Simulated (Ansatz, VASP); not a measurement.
**One calculation of Ir, two programs**

INCAR

```
  ALGO = Normal
  EDIFF = 1E-6
  EDIFFG = -0.04
  ENCUT = 600
  GGA = PE
  IBRION = 2
  ISIF = 3
  ISMEAR = 0
  LASPH = True
  LCHARG = False
  LREAL = False
  LWAVE = False
  NELM = 100
  NSW = 90
  PREC = Accurate
  SIGMA = 0.1
```

KPOINTS

```
k-points
0
Gamma
  6 6 4
```

File POSCAR:

```
Ir
1.0
    5.5892642938      0.0000000000      0.0000000000
   -2.7946321469      4.8404448669      0.0000000000
    0.0000000000      0.0000000000      3.7557795497
Ir
6
Direct
    0.1749000000      0.7500000000      0.8683100000
    0.2500000000      0.4249000000      0.5349766667
    0.4249000000      0.1749000000      0.2016433333
    0.5751000000      0.8251000000      0.2016433333
    0.7500000000      0.5751000000      0.5349766667
    0.8251000000      0.2500000000      0.8683100000
```

Input for Ansatz:

```yaml
crystal:
  lattice:
    - [5.5892642938, 0.0, 0.0]
    - [-2.7946321469, 4.8404448669, 0.0]
    - [0.0, 0.0, 3.7557795497]
  atoms:
    - { symbol: Ir, position: [0.1749, 0.75, 0.86831] }
    - { symbol: Ir, position: [0.25, 0.4249, 0.5349766667] }
    - { symbol: Ir, position: [0.4249, 0.1749, 0.2016433333] }
    - { symbol: Ir, position: [0.5751, 0.8251, 0.2016433333] }
    - { symbol: Ir, position: [0.75, 0.5751, 0.5349766667] }
    - { symbol: Ir, position: [0.8251, 0.25, 0.86831] }
basis:
  ecutwfc: 420
kpoints:
  mp_grid: { grid: [6, 6, 4] }
hamiltonian:
  xc: pbe
scf:
  occupations: { method: gaussian, width: 0.1 }
  lower_state_search: "off"
output:
  forces: true
  stress: true
  eigenvalues: true
relax:
  adjacent_minimum: "off"
  f_tol: 0.04
  max_steps: 70
  cell: { stress_tol: 0.4 }
```

Alike in both runs: task relaxation of cell and atoms; functional PBE; k mesh 6 × 6 × 4; occupations gaussian, width 0.1 eV; no spin polarisation.

```csv
,VASP,Ansatz
version,VASP 6.6.1,Ansatz 0.2.0
potentials or method,"VASP PAW PBE potentials, release 64 (Ir), cutoff 600 eV","scalar-relativistic, plane waves, PAW"
valence electrons in the cell,54,102
```

```tsv
	VASP	Ansatz	Ansatz less VASP
gap on the k mesh at the Fermi level, each at its own relaxed structure (eV)	none	none	-
relaxed volume (Å³/atom)	16.39	16.36	-0.033
relaxed cell length with the largest relative difference (Å)	6.530	6.521	-0.0097
```

A gap of «none» marks a metal or a gap that the smearing closes. VASP's potentials hold 54 valence electrons a cell and Ansatz's 102, so a difference there can come from the potentials and not from the codes.

The k mesh is coarse, so the values compare programs but aren't converged. Spin-orbit coupling is off throughout.
